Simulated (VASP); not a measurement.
# Pb (P6_3/mmc) in VASP: notebook

Pb is run at these levels: PBEsol; tasks: relaxation of cell and atoms.

All numbers are computed with VASP 6.6.1; they aren't measurements. Logs are shortened: lines on timing, memory, paths and dates and some standing lists are left out, and cuts for length are marked.

### 1 The cell of the first run

The structure is hexagonal, space group P6_3/mmc (No. 194). The conventional cell has a = 3.480 Å, b = 3.480 Å, c = 5.590 Å, α = 90.00°, β = 90.00°, γ = 120.00°. Within 4.5 Å of Pb (site symmetry -6m2) lie 12 Pb at 3.44 to 3.48 Å.

### 2 Relaxation of cell and atoms, PBEsol

Contents of INCAR:

```
PREC = Accurate
ENCUT = 600
EDIFF = 1E-6
ISMEAR = -1
SIGMA = 0.05
LREAL = False
LASPH = True
NELM = 100
ALGO = Normal
ISIF = 3
LWAVE = False
LCHARG = False
GGA = PS
IBRION = 2
NSW = 80
EDIFFG = -0.02
```

Contents of KPOINTS:

```
Automatic mesh
0
Gamma
  9 9 5
```

Contents of POSCAR:

```
Pb
1.0
    3.4800000000      0.0000000000      0.0000000000
   -1.7400000000      3.0137684052      0.0000000000
    0.0000000000      0.0000000000      5.5900000000
Pb
2
Direct
    0.6666666667      0.3333333333      0.7500000000
    0.3333333333      0.6666666667      0.2500000000
```

Potentials or basis: VASP PAW PBE potentials, release 64 (Pb_d).

The run is started by

```bash
$ cat potpaw_PBE.64/Pb_d/POTCAR > POTCAR
$ mpirun -np 1 vasp_std > vasp.out
```

OUTCAR:

```text
PREC = Accurate
   ENCUT = 600
   EDIFF = 1E-6
   ISMEAR = -1
   LREAL = False
   LASPH = True
   NELM = 100
   ISIF = 3
   GGA = PS
   IBRION = 2
   NSW = 80
   EDIFFG = -0.02

 ion  position               nearest neighbor table
   1  0.667  0.333  0.750-   2 3.44   2 3.44   2 3.44   2 3.44   2 3.44   2 3.44
   2  0.333  0.667  0.250-   1 3.44   1 3.44   1 3.44   1 3.44   1 3.44   1 3.44

  LATTYP: Found a hexagonal cell.
 ALAT       =     3.4800000000
 C/A-ratio  =     1.6063218391

  Lattice vectors:

 A1 = (   3.4800000000,   0.0000000000,   0.0000000000)
 A2 = (  -1.7400000000,   3.0137684052,   0.0000000000)
 A3 = (   0.0000000000,   0.0000000000,   5.5900000000)

Analysis of symmetry for initial positions (statically):
=====================================================================
 Subroutine PRICEL returns:
 Original cell was already a primitive cell.

 Routine SETGRP: Setting up the symmetry group for a
 hexagonal supercell.

 Subroutine GETGRP returns: Found 24 space group operations
 (whereof 12 operations were pure point group operations)
 out of a pool of 24 trial point group operations.

The static configuration has the point symmetry D_3d.
 The point group associated with its full space group is D_6h.

Analysis of symmetry for dynamics (positions and initial velocities):
=====================================================================
 Subroutine PRICEL returns:
 Original cell was already a primitive cell.

 Routine SETGRP: Setting up the symmetry group for a
 hexagonal supercell.

 Subroutine GETGRP returns: Found 24 space group operations
 (whereof 12 operations were pure point group operations)
 out of a pool of 24 trial point group operations.

The dynamic configuration has the point symmetry D_3d.
 The point group associated with its full space group is D_6h.

 Subroutine INISYM returns: Found 24 space group operations
 (whereof 12 operations are pure point group operations),
 and found     1 'primitive' translations

----------------------------------------------------------------------------------------

                                     Primitive cell

  volume of cell :      58.6274

  direct lattice vectors                    reciprocal lattice vectors
     3.480000000  0.000000000  0.000000000     0.287356322  0.165905250  0.000000000
    -1.740000000  3.013768405  0.000000000     0.000000000  0.331810500  0.000000000
[... 90 lines left out ...]
   NFREE  =      1    steps in history (QN), initial steepest desc. (CG)
   ISIF   =      3    stress and relaxation
   ISYM   =      2    0-nonsym 1-usesym 2-fastsym
   POTIM  = 0.5000    time-step for ionic-motion
   TEBEG  =    0.0;   TEEND  =   0.0 temperature during run
   PSTRESS=    0.0 pullay stress
   NELECT =      28.0000    total number of electrons
   NUPDOWN=      -1.0000    fix difference up-down
   EMIN   =  10.00;   EMAX   =-10.00  energy-range for DOS
   EFERMI =   0.00;   METHOD = LEGACY
   ISMEAR =    -1;   SIGMA  =   0.05  broadening in eV -4-tet -1-fermi 0-gaus
   EFERMI_NEDOS =   21; number of points for ismear=-14 and -15
   IALGO  =     38    algorithm
   IMIX   =      4    mixing-type and parameters
     AMIX     =   0.40;   BMIX     =  1.00
     AMIX_MAG =   1.60;   BMIX_MAG =  1.00
  volume/ion in A,a.u.               =      29.31       197.82
  Fermi-wavevector in a.u.,A,eV,Ry     =   1.279658  2.418203 22.279870  1.637524
  Thomas-Fermi vector in A             =   2.412131
   LORBIT       =      0    0 simple, 1 ext, 2 COOP (PROOUT), +10 PAW based schemes
   GGA     = PS    functional components
   LHFCALC =     F    Hartree Fock is set to
   AEXX    =    0.0000 exact exchange contribution
   IVDW    =     0    specifies the selected vdW correction
   LEPSILON=     F    determine dielectric tensor
   LRPA    =     F    only Hartree local field effects (RPA)
 conjugate gradient relaxation of ions
 non-spin polarized calculation
  energy-cutoff  :      600.00
  volume of cell :       58.63
 maximum number of plane-waves:      1971
 NGX is ok and might be reduce to    28
   NGX = 13   NGY = 13   NGZ = 23

--------------------------------------- Ionic step        1  -------------------------------------------

 number of electron      27.9999996 magnetization

 Free energy of the ion-electron system (eV)
  ---------------------------------------------------
  ext. energy  EPLUGINS =         0.00000000
  ---------------------------------------------------
  free energy    TOTEN  =        -7.94616746 eV

  energy without entropy =       -7.93559528  energy(sigma->0) =       -7.94088137

------------------------ aborting loop because EDIFF is reached ----------------------------------------

  FORCE on cell =-STRESS in cart. coord.  units (eV):
  Direction    XX          YY          ZZ          XY          YZ          ZX
  --------------------------------------------------------------------------------------
  -------------------------------------------------------------------------------------
  Total       -0.0734392     -0.0734392      1.3125794     -0.0000000      0.0000000      0.0000000
  in kB       -2.0069548     -2.0069548     35.8703193     -0.0000000      0.0000000      0.0000000
  external PRESSURE =      10.6188033 kB  Pullay stress =       0.0000000 kB
[... 95 lines left out ...]
--------------------------------------- Ionic step        4  -------------------------------------------

 number of electron      28.0000004 magnetization

 Free energy of the ion-electron system (eV)
  ---------------------------------------------------
  ext. energy  EPLUGINS =         0.00000000
  ---------------------------------------------------
  free energy    TOTEN  =        -7.97663747 eV

  energy without entropy =       -7.96501992  energy(sigma->0) =       -7.97082869

 E-fermi :   7.1798     XC(G=0): -10.4261

 val. band max:        7.1557742175   @ k =   0.3333   0.2222   0.0000
 cond. band min:       7.2025304660   @ k =   0.3333   0.3333   0.2000
 fundamental gap:      0.0467562486
 Fermi energy:         7.1797956607

 k-point     1 :       0.0000    0.0000    0.0000
  band No.  band energies     occupation
      1      -9.7568      2.00000
      2      -9.7419      2.00000
      3      -9.7125      2.00000
      4      -9.7125      2.00000
      5      -9.6934      2.00000
      6      -9.6934      2.00000
[... 481 lines left out ...]
      5      -9.5986      2.00000
      6      -9.5970      2.00000
[... 10 lines left out ...]
     17       9.6904      0.00000
     18       9.6904      0.00000

 [... further k-points ...]
[... 5 lines left out ...]
  --------------------------------------------------------------------------------------
  -------------------------------------------------------------------------------------
  Total       -0.0055808     -0.0055808      0.0056926      0.0000000      0.0000000      0.0000000
  in kB       -0.1500081     -0.1500081      0.1530119      0.0000000      0.0000000      0.0000000
  external PRESSURE =      -0.0490014 kB  Pullay stress =       0.0000000 kB
[... 17 lines left out ...]
  FREE ENERGIE OF THE ION-ELECTRON SYSTEM (eV)
  ---------------------------------------------------
  free  energy   TOTEN  =        -7.9766374668 eV

  energy  without entropy=       -7.9650199192  energy(sigma->0) =       -7.97082869

 reached required accuracy - stopping structural energy minimisation
```

OSZICAR:

```text
N       E                     dE             d eps       ncg     rms          rms(c)
DAV:   1     0.294093025539E+03    0.29409E+03   -0.15905E+04  1296   0.212E+03
DAV:   2     0.117676611176E+02   -0.28233E+03   -0.27891E+03  1300   0.458E+02
DAV:   3    -0.740016688794E+01   -0.19168E+02   -0.18905E+02  1616   0.149E+02
[... 28 lines left out ...]
DAV:   3    -0.797719222305E+01    0.28739E-01   -0.86500E-02  1720   0.495E+00    0.185E-01
DAV:   4    -0.797660406604E+01    0.58816E-03   -0.62284E-03  1454   0.103E+00    0.458E-02
DAV:   5    -0.797663198758E+01   -0.27922E-04   -0.48394E-04  1692   0.247E-01    0.165E-02
DAV:   6    -0.797663694733E+01   -0.49598E-05   -0.42869E-05  1512   0.918E-02    0.523E-03
DAV:   7    -0.797663746677E+01   -0.51944E-06   -0.18585E-06   850   0.218E-02
   4 F= -.79766375E+01 E0= -.79708287E+01  d E =-.525531E-02
```

It took 40 s on 1 thread of Intel Xeon 6975P-C (Granite Rapids), shared host; peak memory 0.21 GiB.

Results:

| Item | Value |
| --- | --- |
| Free energy | -7.9766 eV |
| Relaxed volume | 29.80 Å³/atom |
| Relaxed cell | a = 3.432 Å, b = 3.432 Å, c = 5.843 Å, α = 90.00°, β = 90.00°, γ = 120.00° |
| Space group after relaxing (to 0.05 Å) | P6_3/mmc (No. 194) |
| Energy gained by relaxing | 15.2 meV/atom |
| Ionic steps | 4 |
| Pressure after relaxing | 0.0 GPa |
| Band gap on the k mesh | zero (band 14 reaches 13.43 eV, above the bottom of band 15 at 5.32 eV) |

The path:
```
step  energy change (eV)  largest force (eV/Å)  pressure (GPa)  volume (Å³)
   1              0.0000                0.0000            1.06        58.63
   2             -0.0243                0.0000           -0.54        60.27
   3             -0.0252                0.0000           -0.81        60.63
   4             -0.0305                0.0000            0.00        59.61
```

Final structure:
```yaml
crystal:
  lattice:
    - [3.43223, 0.00000, 0.00000]
    - [-1.71611, 2.97240, 0.00000]
    - [0.00000, 0.00000, 5.84265]
  atoms:
    - { symbol: Pb, position: [0.66667, 0.33333, 0.75000] }
    - { symbol: Pb, position: [0.33333, 0.66667, 0.25000] }
```

Caveat: the PAW data sets were made with another functional, which shifts forces and pressure a little; spin-orbit coupling is left out, which moves the levels of the heavy elements. Zero-point motion and thermal expansion aren't in these numbers.

### 3 Relaxation of cell and atoms, PBEsol, target pressure 5 GPa, at which the enthalpy is minimised

Contents of INCAR:

```
ALGO = Normal
EDIFF = 1E-7
EDIFFG = -0.02
ENCUT = 600
GGA = PS
IBRION = 2
ISIF = 3
ISMEAR = -1
LASPH = True
LCHARG = False
LREAL = False
LWAVE = False
NELM = 60
NSW = 80
PREC = Accurate
PSTRESS = 50.0
SIGMA = 0.05
```

Contents of KPOINTS:

```
k-points
0
Gamma
  9 9 5
```

POSCAR is that of step 2.

Potentials or basis: VASP PAW PBE potentials, release 64 (Pb_d).

The run is started by

```bash
$ cat potpaw_PBE.64/Pb_d/POTCAR > POTCAR
$ mpirun -np 1 vasp_std > vasp.out
```

OUTCAR:

```text
EDIFF = 1E-7
   EDIFFG = -0.02
   ENCUT = 600
   GGA = PS
   IBRION = 2
   ISIF = 3
   ISMEAR = -1
   LASPH = True
   LREAL = False
   NELM = 60
   NSW = 80
   PREC = Accurate
   PSTRESS = 50.0

 ion  position               nearest neighbor table
   1  0.667  0.333  0.750-   2 3.44   2 3.44   2 3.44   2 3.44   2 3.44   2 3.44
   2  0.333  0.667  0.250-   1 3.44   1 3.44   1 3.44   1 3.44   1 3.44   1 3.44

  LATTYP: Found a hexagonal cell.
 ALAT       =     3.4800000000
 C/A-ratio  =     1.6063218391

  Lattice vectors:

 A1 = (   3.4800000000,   0.0000000000,   0.0000000000)
 A2 = (  -1.7400000000,   3.0137684052,   0.0000000000)
 A3 = (   0.0000000000,   0.0000000000,   5.5900000000)

Analysis of symmetry for initial positions (statically):
=====================================================================
 Subroutine PRICEL returns:
 Original cell was already a primitive cell.

 Routine SETGRP: Setting up the symmetry group for a
 hexagonal supercell.

 Subroutine GETGRP returns: Found 24 space group operations
 (whereof 12 operations were pure point group operations)
 out of a pool of 24 trial point group operations.

[... 166 lines left out ...]

------------------------ aborting loop because EDIFF is reached ----------------------------------------

  FORCE on cell =-STRESS in cart. coord.  units (eV):
  Direction    XX          YY          ZZ          XY          YZ          ZX
  --------------------------------------------------------------------------------------
  -------------------------------------------------------------------------------------
  Total       -0.0754603     -0.0754603      1.3112143     -0.0000000      0.0000000      0.0000000
  in kB       -2.0621866     -2.0621866     35.8330123     -0.0000000      0.0000000      0.0000000
  external PRESSURE =     -39.4304536 kB  Pullay stress =      50.0000000 kB
[... 215 lines left out ...]
--------------------------------------- Ionic step        7  -------------------------------------------

 number of electron      27.9999999 magnetization

 Free energy of the ion-electron system (eV)
  ---------------------------------------------------
  ext. energy  EPLUGINS =         0.00000000
  ---------------------------------------------------
  free energy    TOTEN  =        -7.90843409 eV

  energy without entropy =       -7.89788859  energy(sigma->0) =       -7.90316134

 E-fermi :   8.1207     XC(G=0): -10.8342

 val. band max:        8.1015757084   @ k =   0.2222   0.1111   0.2000
 cond. band min:       8.1299914323   @ k =   0.3333   0.3333   0.2000
 fundamental gap:      0.0284157239
 Fermi energy:         8.1206830865

 k-point     1 :       0.0000    0.0000    0.0000
  band No.  band energies     occupation
      1      -8.8797      2.00000
      2      -8.8411      2.00000
      3      -8.8054      2.00000
      4      -8.8054      2.00000
      5      -8.7798      2.00000
      6      -8.7798      2.00000
[... 481 lines left out ...]
      5      -8.6683      2.00000
      6      -8.6672      2.00000
[... 10 lines left out ...]
     17      10.8493      0.00000
     18      10.8493      0.00000

 [... further k-points ...]
[... 5 lines left out ...]
  --------------------------------------------------------------------------------------
  -------------------------------------------------------------------------------------
  Total        1.7132362      1.7132362      1.7103696      0.0000000      0.0000000      0.0000000
  in kB       50.0355981     50.0355981     49.9518788      0.0000000      0.0000000      0.0000000
  external PRESSURE =       0.0076917 kB  Pullay stress =      50.0000000 kB
[... 21 lines left out ...]
  energy  without entropy=       -7.8978885863  energy(sigma->0) =       -7.90316134

  enthalpy is  TOTEN    =        -6.1964167782 eV   P V=        1.7120173076

 reached required accuracy - stopping structural energy minimisation
```

CONTCAR:

```text
Pb
   1.00000000000000
     3.3403740404988929    0.0000000000000000    0.0000000000000000
    -1.6701870202494464    2.8928487772473508   -0.0000000000000000
     0.0000000000000000    0.0000000000000000    5.6771176880268133
  Pb
     2
Direct
     0.6666666667000030    0.3333333332999970    0.7500000000000000
     0.3333333332999970    0.6666666667000030    0.2500000000000000

  0.00000000E+00  0.00000000E+00  0.00000000E+00
  0.00000000E+00  0.00000000E+00  0.00000000E+00
```

It took 75 s on 1 thread of Intel Xeon 6975P-C (Granite Rapids), shared host; peak memory 0.22 GiB.

Results:

```yaml
Free_energy: -7.9084 eV
Relaxed_volume: 27.43 Å³/atom
Relaxed_cell: a = 3.340 Å, b = 3.340 Å, c = 5.677 Å, α = 90.00°, β = 90.00°, γ = 120.00°
Space_group_after_relaxing_to_0.05_Å: P6_3/mmc (No. 194)
Energy_change_on_relaxing_the_enthalpy_is_what_falls: +18.9 meV/atom
Ionic_steps: 7
Pressure_after_relaxing: 5.0 GPa
Band_gap_on_the_k_mesh: zero (band 14 reaches 14.92 eV, above the bottom of band 15 at 6.08 eV)
```

The path:
| step | energy change (eV) | largest force (eV/Å) | pressure (GPa) | volume (Å³) |
| --- | --- | --- | --- | --- |
| 1 | 0.0000 | 0.0000 | 1.06 | 58.63 |
| 2 | 0.1300 | 0.0000 | 8.16 | 52.70 |
| 3 | 0.0633 | 0.0000 | 5.64 | 54.38 |
| 4 | 0.0464 | 0.0000 | 5.33 | 54.60 |
| 5 | 0.0437 | 0.0000 | 5.24 | 54.67 |
| 6 | 0.0336 | 0.0000 | 4.81 | 54.99 |
| 7 | 0.0377 | 0.0000 | 5.00 | 54.86 |

Final structure:
```cif
data_structure
_symmetry_space_group_name_H-M 'P 1'
_symmetry_Int_Tables_number 1
_cell_length_a 3.3404
_cell_length_b 3.3404
_cell_length_c 5.6771
_cell_angle_alpha 90.000
_cell_angle_beta 90.000
_cell_angle_gamma 120.000
_cell_volume 54.86
loop_
_atom_site_label
_atom_site_type_symbol
_atom_site_fract_x
_atom_site_fract_y
_atom_site_fract_z
_atom_site_occupancy
Pb1 Pb 0.66667 0.33333 0.75000 1
Pb2 Pb 0.33333 0.66667 0.25000 1
```

Levels at points of the mesh, in eV from the Fermi level:
| k point | band 10 | band 11 | band 12 | band 13 | band 14 | band 15 | band 16 | band 17 | band 18 |
| --- | --- | --- | --- | --- | --- | --- | --- | --- | --- |
| (0.00, 0.00, 0.00) | -16.58 | -12.35 | -8.47 | -4.67 | 6.80 | 6.80 | 7.62 | 8.68 | 8.68 |

Caveat: the cell is relaxed towards a set pressure, so the enthalpy falls and the energy may rise; the PAW data sets were made with another functional, which shifts forces and pressure a little; spin-orbit coupling is left out, which moves the levels of the heavy elements.

(Continued in part 2 of 2.)
